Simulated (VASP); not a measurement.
Set up this calculation in VASP 6.6.1, as the native input.

```
Task                   : single point
Functional             : LDA
Potentials or basis    : VASP PAW LDA potentials, release 64 (Bi_d)
Cutoff                 : 520 eV
k mesh                 : 9 × 9 × 9
Occupations            : fermi-dirac, width 0.05 eV
Spin                   : no spin polarisation
Dipole correction      : no
Further INCAR settings : ALGO = Fast; EDIFF = 1e-06; NBANDS = 14
```

The structure of Bi lies in POSCAR:

```
Bi
1.0
   -2.0202919770      2.0202919770      2.0202919770
    2.0202919770     -2.0202919770      2.0202919770
    2.0202919770      2.0202919770     -2.0202919770
Bi
1
Direct
    0.0000000000      0.0000000000      0.0000000000
```

This cell differs from its parent crystal: volume scaled by 1.06.

One way to write it, as run:

INCAR

```
SYSTEM = Bi
PREC = Accurate
ENCUT = 520
EDIFF = 1E-6
ISMEAR = -1
SIGMA = 0.05
LREAL = .False.
LASPH = .True.
NELM = 80
ALGO = Fast
ISIF = 2
LWAVE = .False.
LCHARG = .False.
NBANDS = 14
```

KPOINTS

```
regular mesh
0
Gamma
  9 9 9
  0 0 0
```

Potentials or basis: VASP PAW LDA potentials, release 64 (Bi_d).

Command:

```bash
$ cat potpaw_LDA.64/Bi_d/POTCAR > POTCAR
$ mpirun -np 1 vasp_std > vasp.out
```

It gave:

```json
{
  "Pressure": "-5.7 GPa"
}
```

Run time: 38 s on 1 thread of AMD EPYC 7R13, on a shared host, peak memory 0.11 GiB.
